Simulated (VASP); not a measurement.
A run of VASP 6.6.1 is set up as follows.

The input INCAR:

```
SYSTEM = Ta2H
PREC = Accurate
ENCUT = 520
EDIFF = 1E-7
ISMEAR = 0
SIGMA = 0.1
LREAL = .FALSE.
LASPH = .TRUE.
NELM = 80
ALGO = Normal
ISIF = 2
LWAVE = .FALSE.
LCHARG = .FALSE.
GGA = PS
NBANDS = 18
```

KPOINTS

```
regular mesh
0
G
  12 12 12
  0 0 0
```

File POSCAR:

```
Ta2H
1.0
    3.4806647695      0.0000000000      0.0000000000
    0.0000000000      3.2906911315      0.0000000000
    0.0000000000      0.0000000000      3.3460201820
Ta H
2 1
Direct
    0.5000000000      0.0000000000      0.7508938740
    0.0000000000      0.5000000000      0.2681164706
    0.0000000000      0.0000000000     -0.0190103446
```

Potentials or basis: VASP PAW PBE potentials, release 64 (Ta_pv, H).

Run with:

```bash
$ cat potpaw_PBE.64/Ta_pv/POTCAR potpaw_PBE.64/H/POTCAR > POTCAR
$ mpirun -np 1 vasp_std > vasp.out
```

**Question.** What does it give for the pressure?

**Answer.** -1.9 GPa.

**Question.** Estimate the largest force.

**Answer.** 0.013 eV/Å.

Stress tensor (GPa, compression positive):
```
-6.01  0.00  0.00
 0.00  0.17  0.00
 0.00  0.00  0.14
```

Caveat: the cell differs from its parent crystal (uniaxial strain along a: +4.0 %, then relaxed in part); the PAW data sets were made with another functional, which shifts forces and pressure a little.
